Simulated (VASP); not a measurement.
Input of a VASP 6.6.1 run:

File INCAR:

```
PREC = Accurate
ENCUT = 600
EDIFF = 1E-6
ISMEAR = 0
SIGMA = 0.1
LREAL = F
LASPH = T
NELM = 120
ALGO = Normal
ISIF = 2
LWAVE = F
LCHARG = F
GGA = PE
NBANDS = 11
GGA_COMPAT = F
```

The input KPOINTS:

```
regular mesh
0
Gamma
  9 9 9
```

File POSCAR:

```
MgO
1.0
    0.0000000000      2.1080000000      2.1080000000
    2.1080000000      0.0000000000      2.1080000000
    2.1080000000      2.1080000000      0.0000000000
Mg O
1 1
Direct
    0.0000000000      0.0000000000      0.0000000000
    0.5000000000      0.5000000000      0.5000000000
```

Potentials or basis: VASP PAW PBE potentials, release 64 (Mg, O).

Launch:

```sh
$ cat potpaw_PBE.64/Mg/POTCAR potpaw_PBE.64/O/POTCAR > POTCAR
$ mpirun -np 1 vasp_std > vasp.out
```

Problem. Estimate the band gap on the k mesh.

Solution. 4.70 eV, direct.

Problem. What does it give for the pressure?

Solution. 3.2 GPa.

Expect the measured gap to be larger: semilocal functionals such as PBE lack the derivative discontinuity.
